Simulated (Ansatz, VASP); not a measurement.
## Two plane-wave programs on GaP

INCAR

```
SYSTEM = GaP
PREC = Accurate ; ENCUT = 520
EDIFF = 1E-7 ; ISMEAR = 0
SIGMA = 0.02 ; LREAL = .False.
LASPH = .True. ; NELM = 100
ALGO = Normal ; ISIF = 2
LWAVE = .False. ; LCHARG = .False.
GGA = PE ; NBANDS = 16
```

Contents of KPOINTS:

```
regular mesh
0
Gamma
  8 8 8
  0 0 0
```

Contents of POSCAR:

```
GaP
1.0
    0.0000000000      2.7525368162      2.7525368162
    2.7525368162      0.0000000000      2.7525368162
    2.7525368162      2.7525368162      0.0000000000
Ga P
1 1
Direct
    0.0000000000      0.0000000000      0.0000000000
    0.2500000000      0.2500000000      0.2500000000
```

Input for Ansatz:

```yaml
crystal:
  lattice:
    - [0.0, 2.7525368162, 2.7525368162]
    - [2.7525368162, 0.0, 2.7525368162]
    - [2.7525368162, 2.7525368162, 0.0]
  atoms:
    - { symbol: Ga, position: [0.0, 0.0, 0.0] }
    - { symbol: P, position: [0.25, 0.25, 0.25] }
basis:
  ecutwfc: 420
kpoints:
  mp_grid: { grid: [8, 8, 8] }
hamiltonian:
  xc: pbe
scf:
  occupations: { method: gaussian, width: 0.02 }
output:
  forces: false
  stress: false
  eigenvalues: true
  eigenstates:
    kpoints:
      - [0.0, 0.0, 0.0]
      - [0.0, 0.008761597, 0.008761597]
      - [0.0, -0.008761597, -0.008761597]
      - [0.008761597, 0.0, 0.008761597]
      - [-0.008761597, 0.0, -0.008761597]
      - [0.008761597, 0.008761597, 0.0]
      - [-0.008761597, -0.008761597, 0.0]
      - [0.006195385, 0.006195385, 0.012390769]
      - [-0.006195385, -0.006195385, -0.012390769]
      - [0.006195385, 0.012390769, 0.006195385]
      - [-0.006195385, -0.012390769, -0.006195385]
      - [0.012390769, 0.006195385, 0.006195385]
      - [-0.012390769, -0.006195385, -0.006195385]
      - [0.010117021, 0.010117021, 0.010117021]
      - [-0.010117021, -0.010117021, -0.010117021]
      - [0.0, 0.0, 0.0]
      - [0.0, 0.008761597, 0.008761597]
      - [0.0, -0.008761597, -0.008761597]
      - [0.008761597, 0.0, 0.008761597]
      - [-0.008761597, 0.0, -0.008761597]
      - [0.008761597, 0.008761597, 0.0]
      - [-0.008761597, -0.008761597, 0.0]
      - [0.006195385, 0.006195385, 0.012390769]
      - [-0.006195385, -0.006195385, -0.012390769]
      - [0.006195385, 0.012390769, 0.006195385]
      - [-0.006195385, -0.012390769, -0.006195385]
      - [0.012390769, 0.006195385, 0.006195385]
      - [-0.012390769, -0.006195385, -0.006195385]
      - [0.010117021, 0.010117021, 0.010117021]
      - [-0.010117021, -0.010117021, -0.010117021]
    e_range: [-3.082771, 3.082771]
checkpoint:
  read: start.run
  write: ck
  compress: false
  write_wavefunctions: false
  write_every: 100000
```

Alike in both runs: task single point; functional PBE; k mesh 8 × 8 × 8; occupations gaussian, width 0.02 eV; no spin polarisation.

```csv
,VASP,Ansatz
version,VASP 6.6.1,Ansatz 0.2.0
potentials or method,"VASP PAW PBE potentials, release 64 (Ga_d, P), cutoff 520 eV","scalar-relativistic, plane waves, PAW"
valence electrons in the cell,18,18
```

|  | VASP | Ansatz | Ansatz less VASP |
| --- | --- | --- | --- |
| gap on the k mesh at the Fermi level (eV) | 1.58 | 1.58 | +0.003 |
| least direct gap on the mesh (eV) | 1.58 | 1.58 | +0.003 |
